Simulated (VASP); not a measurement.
# Re (P6_3/mmc) in VASP: a series of runs, part 2 of 2

VASP 6.6.1. Earlier steps stand in the parts before.

### 3 Relaxation of cell and atoms, PBE, target pressure 20 GPa, at which the enthalpy is minimised

INCAR

```
SYSTEM = Re
PREC = Accurate ; ENCUT = 600
EDIFF = 1E-7 ; ISMEAR = -1
SIGMA = 0.05 ; LREAL = .FALSE.
LASPH = .TRUE. ; NELM = 60
ALGO = Fast ; ISIF = 3
LWAVE = .FALSE. ; LCHARG = .FALSE.
GGA = PE ; IBRION = 2
NSW = 60 ; EDIFFG = -0.01
PSTRESS = 200.0
```

KPOINTS

```
regular mesh
0
G
  11 11 6
  0 0 0
```

POSCAR

```
Re
1.0
    2.7608000000      0.0000000000      0.0000000000
   -1.3804000000      2.3909229348      0.0000000000
    0.0000000000      0.0000000000      4.4582000000
Re
2
Direct
    0.6666666667      0.3333333333      0.7500000000
    0.3333333333      0.6666666667      0.2500000000
```

Potentials or basis: VASP PAW PBE potentials, release 64 (Re).

Run with:

```bash
$ cat potpaw_PBE.64/Re/POTCAR > POTCAR
$ mpirun -np 1 vasp_std > vasp.out
```

OUTCAR:

```text
SYSTEM = Re
   PREC = Accurate
   ENCUT = 600
   EDIFF = 1E-7
   ISMEAR = -1
   LREAL = .FALSE.
   LASPH = .TRUE.
   NELM = 60
   ISIF = 3
   GGA = PE
   IBRION = 2
   NSW = 60
   EDIFFG = -0.01
   PSTRESS = 200.0

 ion  position               nearest neighbor table
   1  0.667  0.333  0.750-   2 2.74   2 2.74   2 2.74   2 2.74   2 2.74   2 2.74
   2  0.333  0.667  0.250-   1 2.74   1 2.74   1 2.74   1 2.74   1 2.74   1 2.74

  LATTYP: Found a hexagonal cell.
 ALAT       =     2.7608000000
 C/A-ratio  =     1.6148217908

  Lattice vectors:

 A1 = (   2.7608000000,   0.0000000000,   0.0000000000)
 A2 = (  -1.3804000000,   2.3909229348,   0.0000000000)
 A3 = (   0.0000000000,   0.0000000000,   4.4582000000)

Analysis of symmetry for initial positions (statically):
=====================================================================
 Subroutine PRICEL returns:
 Original cell was already a primitive cell.

 Routine SETGRP: Setting up the symmetry group for a
 hexagonal supercell.

 Subroutine GETGRP returns: Found 24 space group operations
 (whereof 12 operations were pure point group operations)
 out of a pool of 24 trial point group operations.

The static configuration has the point symmetry D_3d.
 The point group associated with its full space group is D_6h.

Analysis of symmetry for dynamics (positions and initial velocities):
=====================================================================
 Subroutine PRICEL returns:
 Original cell was already a primitive cell.

 Routine SETGRP: Setting up the symmetry group for a
 hexagonal supercell.

 Subroutine GETGRP returns: Found 24 space group operations
 (whereof 12 operations were pure point group operations)
 out of a pool of 24 trial point group operations.

The dynamic configuration has the point symmetry D_3d.
 The point group associated with its full space group is D_6h.

 Subroutine INISYM returns: Found 24 space group operations
 (whereof 12 operations are pure point group operations),
 and found     1 'primitive' translations
[... 122 lines left out ...]
   AEXX    =    0.0000 exact exchange contribution
   IVDW    =     0    specifies the selected vdW correction
   LEPSILON=     F    determine dielectric tensor
   LRPA    =     F    only Hartree local field effects (RPA)
 conjugate gradient relaxation of ions
 non-spin polarized calculation
 RMM-DIIS sequential band-by-band and
  energy-cutoff  :      600.00
  volume of cell :       29.43
 maximum number of plane-waves:      1014
 NGX is ok and might be reduce to    24
   NGX = 11   NGY = 11   NGZ = 17

--------------------------------------- Ionic step        1  -------------------------------------------

 number of electron      14.0000000 magnetization

 Free energy of the ion-electron system (eV)
  ---------------------------------------------------
  ext. energy  EPLUGINS =         0.00000000
  ---------------------------------------------------
  free energy    TOTEN  =       -24.84829436 eV

  energy without entropy =      -24.83436595  energy(sigma->0) =      -24.84133015

------------------------ aborting loop because EDIFF is reached ----------------------------------------

  FORCE on cell =-STRESS in cart. coord.  units (eV):
  Direction    XX          YY          ZZ          XY          YZ          ZX
  --------------------------------------------------------------------------------------
  -------------------------------------------------------------------------------------
  Total        1.0367771      1.0367771      1.0725844      0.0000000      0.0000000      0.0000000
  in kB       56.4463568     56.4463568     58.3958502      0.0000000      0.0000000      0.0000000
  external PRESSURE =    -142.9038120 kB  Pullay stress =     200.0000000 kB
[... 25 lines left out ...]
--------------------------------------- Ionic step        2  -------------------------------------------

 number of electron      14.0000000 magnetization

 E-fermi :  10.5846     XC(G=0): -14.8345

 val. band max:       10.5079309107   @ k =   0.1818   0.0909   0.0000
 cond. band min:      10.6105533413   @ k =   0.2727   0.0909   0.5000
 fundamental gap:      0.1026224306
 Fermi energy:        10.5845595113

 k-point     1 :       0.0000    0.0000    0.0000
  band No.  band energies     occupation
      1      -0.6825      2.00000
      2       2.3050      2.00000
      3       8.3124      2.00000
      4       8.3124      2.00000
      5       8.3338      2.00000
      6       9.4556      2.00000
      7       9.4556      2.00000
      8      10.6959      0.19456
      9      10.6959      0.19456
     10      11.7858      0.00000
     11      14.8594      0.00000
[... 511 lines left out ...]
--------------------------------------- Ionic step        7  -------------------------------------------

 number of electron      14.0000001 magnetization

 Free energy of the ion-electron system (eV)
  ---------------------------------------------------
  ext. energy  EPLUGINS =         0.00000000
  ---------------------------------------------------
  free energy    TOTEN  =       -24.77232957 eV

  energy without entropy =      -24.75962149  energy(sigma->0) =      -24.76597553

 E-fermi :   8.3189     XC(G=0): -13.9151

 val. band max:        8.2856842510   @ k =   0.1818  -0.0000   0.1667
 cond. band min:       8.3698533982   @ k =   0.1818   0.0909   0.0000
 fundamental gap:      0.0841691472
 Fermi energy:         8.3189262239

 k-point     1 :       0.0000    0.0000    0.0000
  band No.  band energies     occupation
      1      -1.7934      2.00000
      2       1.4307      2.00000
      3       6.6349      2.00000
      4       6.6349      2.00000
      5       6.6358      2.00000
      6       7.5174      2.00000
      7       7.5174      2.00000
      8       8.4969      0.05531
      9       8.4969      0.05531
     10       8.9932      0.00000
     11      11.8259      0.00000
[... 355 lines left out ...]
  energy  without entropy=      -24.7596214928  energy(sigma->0) =      -24.76597553

  enthalpy is  TOTEN    =       -21.2194119719 eV   P V=        3.5529175956

 reached required accuracy - stopping structural energy minimisation
```

OSZICAR:

```text
N       E                     dE             d eps       ncg     rms          rms(c)
DAV:   1     0.364544413448E+02    0.36454E+02   -0.74264E+03  2473   0.173E+03
DAV:   2    -0.186728732570E+02   -0.55127E+02   -0.47188E+02  2183   0.332E+02
[... 81 lines left out ...]
       N       E                     dE             d eps       ncg     rms          rms(c)
DAV:   1    -0.247723407896E+02    0.17344E-02   -0.15996E-03  2121   0.211E+00    0.911E-02
RMM:   2    -0.247723311614E+02    0.96282E-05   -0.66191E-06  1463   0.839E-02    0.248E-02
RMM:   3    -0.247723292015E+02    0.19598E-05   -0.11463E-05  1631   0.647E-02    0.396E-03
RMM:   4    -0.247723293249E+02   -0.12337E-06   -0.10628E-06  1152   0.306E-02    0.141E-03
RMM:   5    -0.247723294988E+02   -0.17390E-06   -0.12348E-06  1139   0.292E-02    0.518E-03
RMM:   6    -0.247723295675E+02   -0.68701E-07   -0.36070E-07  1033   0.244E-02
   7 F= -.21219412E+02 E0= -.21213058E+02  d E =-.282139E-05
```

CONTCAR:

```text
Re
   1.00000000000000
     2.7299484577739008   -0.0000000000000000    0.0000000000000000
    -1.3649742288869504    2.3642047154874888    0.0000000000000000
    -0.0000000000000000    0.0000000000000000    4.4098741417306382
  Re
     2
Direct
     0.6666666667000030    0.3333333332999970    0.7500000000000000
     0.3333333332999970    0.6666666667000030    0.2500000000000000

  0.00000000E+00  0.00000000E+00  0.00000000E+00
  0.00000000E+00  0.00000000E+00  0.00000000E+00
```

It took 57 s on 1 thread of Intel Xeon 6975P-C (Granite Rapids), shared host; peak memory 0.18 GiB.

What came out:

```
Free energy                                            : -24.7723 eV
Relaxed volume                                         : 14.23 Å³/atom
Relaxed cell                                           : a = 2.730 Å, b = 2.730 Å, c = 4.410 Å, α = 90.00°, β = 90.00°, γ = 120.00°
Space group after relaxing (to 0.05 Å)                 : P6_3/mmc (No. 194)
Energy change on relaxing (the enthalpy is what falls) : +38.0 meV/atom
Ionic steps                                            : 7
Pressure after relaxing                                : 19.9 GPa
Band gap on the k mesh                                 : zero (band 7 reaches 9.76 eV, above the bottom of band 8 at 6.50 eV)
```

The path:
| step | energy change (eV) | largest force (eV/Å) | pressure (GPa) | volume (Å³) |
| --- | --- | --- | --- | --- |
| 1 | 0.0000 | 0.0000 | 5.71 | 29.43 |
| 2 | 1.8237 | 0.0000 | 124.70 | 24.18 |
| 3 | 0.0673 | 0.0000 | 18.85 | 28.53 |
| 4 | 0.0743 | 0.0000 | 19.76 | 28.48 |
| 5 | 0.0767 | 0.0000 | 20.06 | 28.46 |
| 6 | 0.0742 | 0.0000 | 19.74 | 28.48 |
| 7 | 0.0760 | 0.0000 | 19.95 | 28.46 |

Final structure:
```cif
data_structure
_symmetry_space_group_name_H-M 'P 1'
_symmetry_Int_Tables_number 1
_cell_length_a 2.7299
_cell_length_b 2.7299
_cell_length_c 4.4099
_cell_angle_alpha 90.000
_cell_angle_beta 90.000
_cell_angle_gamma 120.000
_cell_volume 28.46
loop_
_atom_site_label
_atom_site_type_symbol
_atom_site_fract_x
_atom_site_fract_y
_atom_site_fract_z
_atom_site_occupancy
Re1 Re 0.66667 0.33333 0.75000 1
Re2 Re 0.33333 0.66667 0.25000 1
```

Caveat: the cell is relaxed towards a set pressure, so the enthalpy falls and the energy may rise; spin-orbit coupling is left out, which moves the levels of the heavy elements.
